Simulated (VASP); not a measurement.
# Au in VASP: notebook

Runs on Au. Level: PBEsol. Tasks: single point.

Everything below comes from runs of VASP 6.6.1. Logs are shortened: lines on timing, memory, paths and dates and some standing lists are left out, and cuts for length are marked.

### 1 The cell of the first run

The structure is cubic, space group Im-3m (No. 229). Conventional cell: a = 3.480 Å, b = 3.480 Å, c = 3.480 Å, α = 90.00°, β = 90.00°, γ = 90.00°. Au (site symmetry m-3m) has 14 Au at 3.01 to 3.48 Å within 4.0 Å.

This isn't the form of Au at room conditions, which is fcc.

### 2 Single point, PBEsol (strain +0.050 along x and y, +0.050 along z)

Contents of INCAR:

```
SYSTEM = Au
PREC     = Accurate       ! precision mode
ENCUT    = 520            ! plane-wave cutoff, eV
EDIFF    = 1E-6           ! SCF threshold, eV
ISMEAR   = 0              ! smearing method
SIGMA    = 0.15           ! smearing width, eV
LREAL    = .False.        ! projectors in reciprocal space
LASPH    = .True.         ! aspherical terms in the spheres
NELM     = 100            ! most SCF steps
ALGO     = Fast           ! electronic algorithm
ISIF     = 2              ! what is computed and relaxed
LWAVE    = .False.        ! write WAVECAR
LCHARG   = .False.        ! write CHGCAR
GGA      = PS             ! functional
NBANDS   = 12             ! bands
```

Contents of KPOINTS:

```
regular mesh
0
Gamma
  20 20 20
  0 0 0
```

Contents of POSCAR:

```
Au
1.0
   -1.7401324500      1.7401324500      1.7401324500
    1.7401324500     -1.7401324500      1.7401324500
    1.7401324500      1.7401324500     -1.7401324500
Au
1
Direct
    0.0000000000      0.0000000000      0.0000000000
```

Potentials or basis: VASP PAW PBE potentials, release 64 (Au).

The run is started by

```
$ cat potpaw_PBE.64/Au/POTCAR > POTCAR
$ mpirun -np 1 vasp_std > vasp.out
```

OUTCAR:

```text
SYSTEM = Au
   PREC = Accurate
   ENCUT = 520
   EDIFF = 1E-6
   ISMEAR = 0
   LREAL = .False.
   LASPH = .True.
   NELM = 100
   ISIF = 2
   GGA = PS

 ion  position               nearest neighbor table
   1  0.000  0.000  0.000-

  LATTYP: Found a body centered cubic cell.
 ALAT       =     3.4802649000

  Lattice vectors:

 A1 = (  -1.7401324500,   1.7401324500,   1.7401324500)
 A2 = (   1.7401324500,  -1.7401324500,   1.7401324500)
 A3 = (   1.7401324500,   1.7401324500,  -1.7401324500)

Analysis of symmetry for initial positions (statically):
=====================================================================
 Subroutine PRICEL returns:
 Original cell was already a primitive cell.

 Routine SETGRP: Setting up the symmetry group for a
 body centered cubic supercell.

 Subroutine GETGRP returns: Found 48 space group operations
 (whereof 48 operations were pure point group operations)
 out of a pool of 48 trial point group operations.

The static configuration has the point symmetry O_h .

Analysis of symmetry for dynamics (positions and initial velocities):
=====================================================================
 Subroutine PRICEL returns:
 Original cell was already a primitive cell.

 Routine SETGRP: Setting up the symmetry group for a
 body centered cubic supercell.

 Subroutine GETGRP returns: Found 48 space group operations
 (whereof 48 operations were pure point group operations)
 out of a pool of 48 trial point group operations.

The dynamic configuration has the point symmetry O_h .

 Subroutine INISYM returns: Found 48 space group operations
 (whereof 48 operations are pure point group operations),
 and found     1 'primitive' translations

----------------------------------------------------------------------------------------

                                     Primitive cell

  volume of cell :      21.0769

  direct lattice vectors                    reciprocal lattice vectors
    -1.740132450  1.740132450  1.740132450     0.000000000  0.287334450  0.287334450
     1.740132450 -1.740132450  1.740132450     0.287334450  0.000000000  0.287334450
     1.740132450  1.740132450 -1.740132450     0.287334450  0.287334450  0.000000000

  length of vectors
     3.013997815  3.013997815  3.013997815     0.406352276  0.406352276  0.406352276

  position of ions in fractional coordinates (direct lattice)
     0.000000000  0.000000000  0.000000000

  ion indices of the primitive-cell ions
   primitive index   ion index
                 1           1

----------------------------------------------------------------------------------------

 KPOINTS: regular mesh

Automatic generation of k-mesh.
 Grid dimensions read from file:
 generate k-points for:   20   20   20

 Generating k-lattice:

  Cartesian coordinates                     Fractional coordinates (reciprocal lattice)
     0.000000000  0.014366722  0.014366722     0.050000000  0.000000000  0.000000000
     0.014366722  0.000000000  0.014366722     0.000000000  0.050000000  0.000000000
     0.014366722  0.014366722  0.000000000     0.000000000  0.000000000  0.050000000

  Length of vectors
     0.020317614  0.020317614  0.020317614

  Shift w.r.t. Gamma in fractional coordinates (k-lattice)
     0.000000000  0.000000000  0.000000000

 Subroutine IBZKPT returns following result:
 ===========================================

 Found    256 irreducible k-points:

 Following reciprocal coordinates:
            Coordinates               Weight
  0.000000  0.000000  0.000000      1.000000
  0.050000  0.000000  0.000000     12.000000
  0.100000  0.000000  0.000000     12.000000
  0.150000  0.000000  0.000000     12.000000
  0.200000  0.000000  0.000000     12.000000
  0.250000  0.000000  0.000000     12.000000
[... 16 lines left out ...]
  0.200000  0.100000  0.000000     48.000000
  0.250000  0.100000  0.000000     48.000000
 [... further k-points ...]
   k-points           NKPTS =    256   k-points in BZ     NKDIM =    256   number of bands    NBANDS=     12
   number of dos      NEDOS =    301   number of ions     NIONS =      1
   total plane-waves  NPLWV =  13824
   dimension x,y,z NGX =    24 NGY =   24 NGZ =   24
   dimension x,y,z NGXF=    48 NGYF=   48 NGZF=   48
   ions per type =               1
   NGX,Y,Z   is equivalent  to a cutoff of  13.24, 13.24, 13.24 a.u.
   NGXF,Y,Z  is equivalent  to a cutoff of  26.48, 26.48, 26.48 a.u.
 SYSTEM =  Au
   PREC   = accura    normal or accurate (medium, high low for compatibility)
   ISTART =      0    job   : 0-new  1-cont  2-samecut
   ICHARG =      2    charge: 1-file 2-atom 10-const
   ISPIN  =      1    spin polarized calculation?
   LNONCOLLINEAR =      F non collinear calculations
   LSORBIT =      F    spin-orbit coupling
   LASPH  =      T    aspherical Exc in radial PAW
   ENCUT  =  520.0 eV  38.22 Ry    6.18 a.u.   5.60  5.60  5.60*2*pi/ulx,y,z
   NELM   =    100;   NELMIN=  2; NELMDL= -5     # of ELM steps
   EDIFF  = 0.1E-05   stopping-criterion for ELM
   LREAL  =      F    real-space projection
   EDIFFG = 0.1E-04   stopping-criterion for IOM
   NSW    =      0    number of steps for IOM
   IBRION =     -1    ionic relax: 0-MD 1-quasi-New 2-CG
   NFREE  =      0    steps in history (QN), initial steepest desc. (CG)
   ISIF   =      2    stress and relaxation
   ISYM   =      2    0-nonsym 1-usesym 2-fastsym
   POTIM  = 0.5000    time-step for ionic-motion
   TEBEG  =    0.0;   TEEND  =   0.0 temperature during run
   PSTRESS=    0.0 pullay stress
   NELECT =      11.0000    total number of electrons
   NUPDOWN=      -1.0000    fix difference up-down
   EMIN   =  10.00;   EMAX   =-10.00  energy-range for DOS
   EFERMI =   0.00;   METHOD = LEGACY
   ISMEAR =     0;   SIGMA  =   0.15  broadening in eV -4-tet -1-fermi 0-gaus
   EFERMI_NEDOS =   21; number of points for ismear=-14 and -15
   IALGO  =     68    algorithm
   IMIX   =      4    mixing-type and parameters
     AMIX     =   0.40;   BMIX     =  1.00
     AMIX_MAG =   1.60;   BMIX_MAG =  1.00
  volume/ion in A,a.u.               =      21.08       142.23
  Fermi-wavevector in a.u.,A,eV,Ry     =   1.318065  2.490781 23.637330  1.737295
  Thomas-Fermi vector in A             =   2.448061
   LORBIT       =      0    0 simple, 1 ext, 2 COOP (PROOUT), +10 PAW based schemes
   GGA     = PS    functional components
   LHFCALC =     F    Hartree Fock is set to
   AEXX    =    0.0000 exact exchange contribution
   IVDW    =     0    specifies the selected vdW correction
   LEPSILON=     F    determine dielectric tensor
   LRPA    =     F    only Hartree local field effects (RPA)
 non-spin polarized calculation
 RMM-DIIS sequential band-by-band and
 Gauss-broadening in eV      SIGMA  =   0.15
  energy-cutoff  :      520.00
  volume of cell :       21.08
 maximum number of plane-waves:       586
   NGX = 11   NGY = 11   NGZ = 11

 number of electron      10.9999999 magnetization

 Free energy of the ion-electron system (eV)
  ---------------------------------------------------
  ext. energy  EPLUGINS =         0.00000000
  ---------------------------------------------------
  free energy    TOTEN  =        -3.58847739 eV

  energy without entropy =       -3.58384413  energy(sigma->0) =       -3.58616076

 E-fermi :   6.1695     XC(G=0): -11.6587

 val. band max:        6.1549854144   @ k =   0.2000   0.1500   0.1500
 cond. band min:       6.1738262378   @ k =   0.2500   0.1500   0.1000
 fundamental gap:      0.0188408233
 Fermi energy:         6.1695366403

 k-point     1 :       0.0000    0.0000    0.0000
  band No.  band energies     occupation
      1      -1.7424      2.00000
      2       2.2964      2.00000
      3       2.2964      2.00000
      4       2.2964      2.00000
      5       3.6742      2.00000
      6       3.6742      2.00000
      7      22.4083      0.00000
      8      22.4083      0.00000
      9      22.4083      0.00000
     10      26.7838      0.00000
     11      26.7838      0.00000
     12      26.7838      0.00000

 k-point     2 :       0.0500    0.0000    0.0000
  band No.  band energies     occupation
      1      -1.6657      2.00000
      2       2.2762      2.00000
      3       2.2995      2.00000
      4       2.3436      2.00000
      5       3.6506      2.00000
      6       3.6755      2.00000
      7      22.3197      0.00000
      8      22.4107      0.00000
      9      22.4870      0.00000
     10      25.9611      0.00000
     11      26.1814      0.00000
     12      26.4748      0.00000

 k-point     3 :       0.1000    0.0000    0.0000
  band No.  band energies     occupation
      1      -1.4396      2.00000
      2       2.2181      2.00000
      3       2.3075      2.00000
      4       2.4829      2.00000
      5       3.5897      2.00000
      6       3.6798      2.00000
      7      21.8436      0.00000
      8      22.3239      0.00000
      9      22.7158      0.00000
     10      24.6866      0.00000
     11      25.3891      0.00000
     12      25.6646      0.00000
[... 286 lines left out ...]
 k-point    23 :       0.2000    0.1000    0.0000
  band No.  band energies     occupation
      1       0.0803      2.00000
      2       1.9405      2.00000
      3       2.2616      2.00000
      4       3.3920      2.00000
      5       3.6136      2.00000
      6       3.7817      2.00000
      7      16.6969      0.00000
      8      19.2993      0.00000
      9      21.0029      0.00000
     10      23.8301      0.00000
     11      25.9352      0.00000
     12      26.5828      0.00000

 k-point    24 :       0.2500    0.1000    0.0000
  band No.  band energies     occupation
      1       0.4833      2.00000
      2       1.8281      2.00000
      3       2.4867      2.00000
      4       3.4226      2.00000
      5       3.7732      2.00000
      6       4.1268      2.00000
      7      14.7379      0.00000
      8      18.6057      0.00000
      9      20.1800      0.00000
     10      24.2636      0.00000
     11      26.2091      0.00000
     12      27.0452      0.00000

 [... further k-points ...]
[... 5 lines left out ...]
  --------------------------------------------------------------------------------------
  -------------------------------------------------------------------------------------
  Total       -2.5529686     -2.5529686     -2.5529686      0.0000000     -0.0000000      0.0000000
  in kB     -194.0658607   -194.0658607   -194.0658607      0.0000000     -0.0000000      0.0000000
  external PRESSURE =    -194.0658607 kB  Pullay stress =       0.0000000 kB

 VOLUME and BASIS-vectors are now :
 -----------------------------------------------------------------------------
  energy-cutoff  :      520.00
  volume of cell :       21.08
      direct lattice vectors                 reciprocal lattice vectors
    -1.740132450  1.740132450  1.740132450     0.000000000  0.287334450  0.287334450
     1.740132450 -1.740132450  1.740132450     0.287334450  0.000000000  0.287334450
     1.740132450  1.740132450 -1.740132450     0.287334450  0.287334450  0.000000000

 POSITION                                       TOTAL-FORCE (eV/Angst)
 -----------------------------------------------------------------------------------
      0.00000      0.00000      0.00000        -0.000000     -0.000000      0.000000
 -----------------------------------------------------------------------------------
    total drift:                               -0.000000      0.000000      0.000000

  FREE ENERGIE OF THE ION-ELECTRON SYSTEM (eV)
  ---------------------------------------------------
  free  energy   TOTEN  =        -3.5884773857 eV

  energy  without entropy=       -3.5838441326  energy(sigma->0) =       -3.58616076
```

Wall time 60 s (1 thread of Intel Xeon 8259CL, shared host); peak memory 0.19 GiB.

What came out:

- Free energy: -3.5885 eV
- Pressure: -19.4 GPa
- Band gap on the k mesh: zero (an odd number of electrons rules out a gap without spin polarisation)

Caveat: the cell differs from its parent crystal (strain +0.050 along x and y, +0.050 along z); the cell stands under tension; the PAW data sets were made with another functional, which shifts forces and pressure a little; spin-orbit coupling is left out, which moves the levels of the heavy elements.

### 3 Single point, PBEsol (strain +0.000 along x and y, +0.050 along z)

Contents of INCAR:

```
SYSTEM = Au
ALGO = Fast
EDIFF = 1E-7
ENCUT = 520
GGA = PS
ISIF = 2
ISMEAR = 0
LASPH = .True.
LCHARG = .True.
LELF = .True.
LREAL = .False.
LVHAR = .True.
LWAVE = .False.
NBANDS = 12
NELM = 80
PREC = Accurate
SIGMA = 0.15
```

Contents of KPOINTS:

```
k-points
0
Gamma
  20 20 20
  0 0 0
```

Contents of POSCAR:

```
Au
1.0
   -1.6572690000      1.6572690000      1.7401324500
    1.6572690000     -1.6572690000      1.7401324500
    1.6572690000      1.6572690000     -1.7401324500
Au
1
Direct
    0.0000000000      0.0000000000      0.0000000000
```

Potentials or basis: VASP PAW PBE potentials, release 64 (Au).

The run is started by

```
$ cat potpaw_PBE.64/Au/POTCAR > POTCAR
$ mpirun -np 1 vasp_std > vasp.out
```

OUTCAR:

```text
SYSTEM = Au
   EDIFF = 1E-7
   ENCUT = 520
   GGA = PS
   ISIF = 2
   ISMEAR = 0
   LASPH = .True.
   LREAL = .False.
   NELM = 80
   PREC = Accurate

 ion  position               nearest neighbor table
   1  0.000  0.000  0.000-

  LATTYP: Found a body centered tetragonal cell.
 ALAT       =     3.3145380000
 C/A-ratio  =     1.0500000000

  Lattice vectors:

 A1 = (  -1.6572690000,   1.6572690000,   1.7401324500)
[... 532 lines left out ...]
      2       2.6393      2.00000
      3       3.8659      2.00000
      4       4.5068      2.00000
      5       4.9847      2.00000
      6       5.2749      2.00000
      7      15.4367      0.00000
      8      21.0516      0.00000
      9      22.6427      0.00000
     10      27.0353      0.00000
     11      27.8180      0.00000
     12      29.1036      0.00000

 [... further k-points ...]
[... 5 lines left out ...]
  --------------------------------------------------------------------------------------
  -------------------------------------------------------------------------------------
  Total       -1.7175051     -1.7175051     -1.6733407      0.0000000     -0.0000000      0.0000000
  in kB     -143.9396040   -143.9396040   -140.2383009      0.0000000     -0.0000000      0.0000000
  external PRESSURE =    -142.7058363 kB  Pullay stress =       0.0000000 kB

 VOLUME and BASIS-vectors are now :
 -----------------------------------------------------------------------------
  energy-cutoff  :      520.00
  volume of cell :       19.12
      direct lattice vectors                 reciprocal lattice vectors
    -1.657269000  1.657269000  1.740132450     0.000000000  0.301701172  0.287334450
     1.657269000 -1.657269000  1.740132450     0.301701172  0.000000000  0.287334450
     1.657269000  1.657269000 -1.740132450     0.301701172  0.301701172  0.000000000

 POSITION                                       TOTAL-FORCE (eV/Angst)
 -----------------------------------------------------------------------------------
      0.00000      0.00000      0.00000         0.000000      0.000000      0.000000
 -----------------------------------------------------------------------------------
    total drift:                               -0.000000      0.000000      0.000000

  FREE ENERGIE OF THE ION-ELECTRON SYSTEM (eV)
  ---------------------------------------------------
  free  energy   TOTEN  =        -3.7995936777 eV

  energy  without entropy=       -3.7953865935  energy(sigma->0) =       -3.79749014
```

Run time: 3.1 min. Hardware: 1 thread of Intel Xeon 8259CL, shared host; peak memory 0.26 GiB.

What came out:

```yaml
Free_energy: -3.7996 eV
Pressure: -14.3 GPa
Band_gap_on_the_k_mesh: zero (an odd number of electrons rules out a gap without spin polarisation)
```

Stress tensor (GPa, compression positive):
```
-14.39   0.00   0.00
  0.00 -14.39   0.00
  0.00   0.00 -14.02
```

Caveat: the cell differs from its parent crystal (strain +0.000 along x and y, +0.050 along z); the cell stands under tension; the PAW data sets were made with another functional, which shifts forces and pressure a little; spin-orbit coupling is left out, which moves the levels of the heavy elements.

### 4 Single point, PBEsol (strain +0.025 along x and y, +0.000 along z)

Contents of INCAR:

```
PREC = Accurate
ENCUT = 520
EDIFF = 1E-6
ISMEAR = 0
SIGMA = 0.15
LREAL = False
LASPH = True
NELM = 80
ALGO = Fast
ISIF = 2
LWAVE = False
LCHARG = False
GGA = PS
NBANDS = 12
```

Contents of KPOINTS:

```
regular mesh
0
Gamma
  20 20 20
```

Contents of POSCAR:

```
Au
1.0
   -1.6987007250      1.6987007250      1.6572690000
    1.6987007250     -1.6987007250      1.6572690000
    1.6987007250      1.6987007250     -1.6572690000
Au
1
Direct
    0.0000000000      0.0000000000      0.0000000000
```

The run is started by

```
$ cat potpaw_PBE.64/Au/POTCAR > POTCAR
$ mpirun -np 1 vasp_std > vasp.out
```

Wall time 2.4 min (1 thread of Intel Xeon 8259CL, shared host); peak memory 0.26 GiB.

It converged, with:

```
Free energy            : -3.7980 eV
Pressure               : -14.3 GPa
Band gap on the k mesh : zero (an odd number of electrons rules out a gap without spin polarisation)
```

Stress tensor (GPa, compression positive):
```
-14.27   0.00   0.00
  0.00 -14.27   0.00
  0.00   0.00 -14.45
```

Levels at points of the mesh, in eV from the Fermi level:
| k point | band 2 | band 3 | band 4 | band 5 | band 6 | band 7 | band 8 | band 9 | band 10 | band 11 |
| --- | --- | --- | --- | --- | --- | --- | --- | --- | --- | --- |
| (0.00, 0.00, 0.00) | -4.39 | -4.25 | -4.25 | -2.77 | -2.61 | 16.25 | 16.25 | 16.67 | 22.01 | 22.01 |
| (0.50, 0.00, 0.00) | -5.25 | -2.78 | -2.48 | -1.43 | -0.20 | 2.95 | 12.08 | 12.86 | 19.88 | 20.53 |
| (0.50, 0.50, 0.00) | -5.10 | -2.93 | -2.58 | -1.45 | -0.33 | 2.77 | 12.44 | 13.39 | 20.59 | 20.87 |
| (0.50, 0.50, 0.50) | -5.89 | -1.76 | -1.76 | -1.72 | 5.88 | 5.88 | 6.55 | 8.31 | 14.52 | 15.01 |

Caveat: the cell differs from its parent crystal (strain +0.025 along x and y, +0.000 along z); the cell stands under tension; the PAW data sets were made with another functional, which shifts forces and pressure a little; spin-orbit coupling is left out, which moves the levels of the heavy elements.

### 5 Single point, PBEsol (strain +0.050 along x and y, +0.000 along z)

Contents of INCAR:

```
SYSTEM = Au
PREC = Accurate ; ENCUT = 520
EDIFF = 1E-7 ; ISMEAR = 0
SIGMA = 0.15 ; LREAL = .FALSE.
LASPH = .TRUE. ; NELM = 60
ALGO = Fast ; ISIF = 2
LWAVE = .FALSE. ; LCHARG = .FALSE.
GGA = PS ; NBANDS = 12
```

Contents of KPOINTS:

```
regular mesh
0
G
  20 20 20
  0 0 0
```

Contents of POSCAR:

```
Au
1.0
   -1.7401324500      1.7401324500      1.6572690000
    1.7401324500     -1.7401324500      1.6572690000
    1.7401324500      1.7401324500     -1.6572690000
Au
1
Direct
    0.0000000000      0.0000000000      0.0000000000
```

The run is started by

```
$ cat potpaw_PBE.64/Au/POTCAR > POTCAR
$ mpirun -np 1 vasp_std > vasp.out
```

Run time: 2.4 min. Hardware: 1 thread of Intel Xeon 8259CL, shared host; peak memory 0.27 GiB.

It converged, with:

```
Free energy            : -3.7051 eV
Pressure               : -17.4 GPa
Band gap on the k mesh : zero (an odd number of electrons rules out a gap without spin polarisation)
```

Stress tensor (GPa, compression positive):
```
-17.21   0.00   0.00
  0.00 -17.21   0.00
  0.00   0.00 -17.86
```

Levels at points of the mesh, in eV from the Fermi level:
| k point | band 2 | band 3 | band 4 | band 5 | band 6 | band 7 | band 8 | band 9 | band 10 | band 11 |
| --- | --- | --- | --- | --- | --- | --- | --- | --- | --- | --- |
| (0.00, 0.00, 0.00) | -4.24 | -3.99 | -3.99 | -2.75 | -2.46 | 16.04 | 16.04 | 16.88 | 21.06 | 21.06 |
| (0.50, 0.00, 0.00) | -4.99 | -2.69 | -2.33 | -1.44 | 0.03 | 2.77 | 11.88 | 12.38 | 19.02 | 19.83 |
| (0.50, 0.50, 0.00) | -4.72 | -2.92 | -2.54 | -1.49 | -0.22 | 2.42 | 12.61 | 13.40 | 20.37 | 20.51 |
| (0.50, 0.50, 0.50) | -5.54 | -1.76 | -1.76 | -1.68 | 5.62 | 5.62 | 6.92 | 7.73 | 13.84 | 14.82 |

Caveat: the cell differs from its parent crystal (strain +0.050 along x and y, +0.000 along z); the cell stands under tension; the PAW data sets were made with another functional, which shifts forces and pressure a little; spin-orbit coupling is left out, which moves the levels of the heavy elements.

(Part 1 of 2 ends here.)
